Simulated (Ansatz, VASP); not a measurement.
**GaN: VASP beside Ansatz**

The input INCAR:

```
  ALGO = Normal
  EDIFF = 1E-8
  ENCUT = 520
  GGA = PS
  ISIF = 2
  ISMEAR = -1
  LASPH = T
  LCHARG = F
  LEFG = T
  LREAL = F
  LWAVE = F
  NBANDS = 16
  NELM = 80
  PREC = Accurate
  SIGMA = 0.02
```

The input KPOINTS:

```
k-points
0
Gamma
  10 10 10
```

File POSCAR:

```
GaN
1.0
    0.0000000000      2.0056957488      2.0056957488
    2.0056957488      0.0000000000      2.0056957488
    2.0056957488      2.0056957488      0.0000000000
Ga N
1 1
Direct
    0.5000000000      0.5000000000      0.5000000000
    0.0000000000      0.0000000000      0.0000000000
```

Input for Ansatz:

```yaml
crystal:
  lattice:
    - [0.0, 2.0056957488, 2.0056957488]
    - [2.0056957488, 0.0, 2.0056957488]
    - [2.0056957488, 2.0056957488, 0.0]
  atoms:
    - { symbol: Ga, position: [0.5, 0.5, 0.5] }
    - { symbol: "N", position: [0.0, 0.0, 0.0] }
kpoints:
  mp_grid: { grid: [10, 10, 10] }
scf:
  occupations: { method: fermi_dirac, width: 0.02 }
hamiltonian:
  xc: pbesol
  pseudopotentials: { kind: paw }
output:
  forces: true
  stress: true
  eigenvalues: true
  efg: { contact_densities: true }
```

Change from the starting cell: volume scaled by 1.02, PAW files.

Alike in both runs: task electric field gradients; functional PBEsol; k mesh 10 × 10 × 10; occupations fermi-dirac, width 0.02 eV; no spin polarisation.

|  | VASP | Ansatz |
| --- | --- | --- |
| version | VASP 6.6.1 | Ansatz 0.2.0 |
| potentials or method | VASP PAW PBE potentials, release 64 (Ga_d, N) | PAW with Ansatz's default frozen-core files, scalar-relativistic |
| plane-wave cutoff (eV) | 520 | 420 |
| valence electrons in the cell | 18 | 18 |

Ansatz gave:

```
gap on the k mesh at the Fermi level (eV) : 1.59
pressure (GPa)                            : 49.7
```

Q: Estimate VASP's values.

A: gap on the k mesh at the Fermi level (eV): 1.58; pressure (GPa): 50.4.

VASP's potentials were made for PBE, not for PBEsol. Both programs put the cell under a high pressure, so it lies far from rest at this level.
